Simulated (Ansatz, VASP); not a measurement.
AlN: VASP beside Ansatz

```
Al N
1.0
     3.29235    0.00000    0.00000
    -1.64617    2.85126    0.00000
     0.00000    0.00000    4.13696
Al N
2 2
Direct
  0.33333 0.66667 0.25000
  0.66667 0.33333 0.75000
  0.66667 0.33333 0.25000
  0.33333 0.66667 0.75000
```

Alike in both runs: task single point; functional HF; k mesh 6 × 6 × 4; no spin polarisation.

```csv
,VASP,Ansatz
version,VASP 6.6.1,Ansatz 0.2.0
potentials or method,"VASP PAW PBE potentials, release 64 (Al, N)","plane waves, PAW"
plane-wave cutoff (eV),520,420
occupations,"gaussian, width 0.01 eV",fixed
valence electrons in the cell,16,16
```

Ansatz gave:

```
gap on the k mesh at the Fermi level (eV)                     : 12.41
pressure (GPa)                                                : -2.0
traceless stress, the component that is largest in VASP (GPa) : 1.96
```

Question: Which values does VASP return?

Answer: gap on the k mesh at the Fermi level (eV): 10.23; pressure (GPa): -1.4; traceless stress, the component that is largest in VASP (GPa): 7.51.

VASP's potentials were made for PBE, not for HF. Ansatz's warnings: stress exchange threshold loose, stress scf threshold loose.
